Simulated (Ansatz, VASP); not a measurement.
# ScAl3 in VASP and in Ansatz

```
Sc Al
1.0
     4.24902    0.00000    0.00000
     0.00000    3.96164    0.00000
     0.00000    0.00000    4.10533
Sc Al
1 3
Direct
  0.00000 0.00000 0.00000
  0.50000 0.00000 0.50000
  0.00000 0.50000 0.50000
  0.50000 0.50000 0.00000
```

Change from the starting cell: strain +0.0350 x Voigt [1, -1, 0, 0, 0, 0], atoms carried along.

Alike in both runs: task single point; functional PBE; k mesh 12 × 12 × 12; occupations gaussian, width 0.15 eV; no spin polarisation.

|  | VASP | Ansatz |
| --- | --- | --- |
| version | VASP 6.6.1 | Ansatz 0.2.0 |
| potentials or method | VASP PAW PBE potentials, release 64 (Sc_sv, Al), cutoff 520 eV | scalar-relativistic, plane waves, PAW |
| valence electrons in the cell | 20 | 20 |

|  | VASP | Ansatz | Ansatz less VASP |
| --- | --- | --- | --- |
| gap on the k mesh at the Fermi level (eV) | none | none | - |
| pressure (GPa) | 0.4 | 0.4 | +0.01 |
| traceless stress, the component that is largest in VASP (GPa) | -4.95 | -4.94 | +0.010 |

A gap of «none» marks a metal or a gap that the smearing closes. With one functional, cell and mesh, what is left measures potentials, basis and numerics.
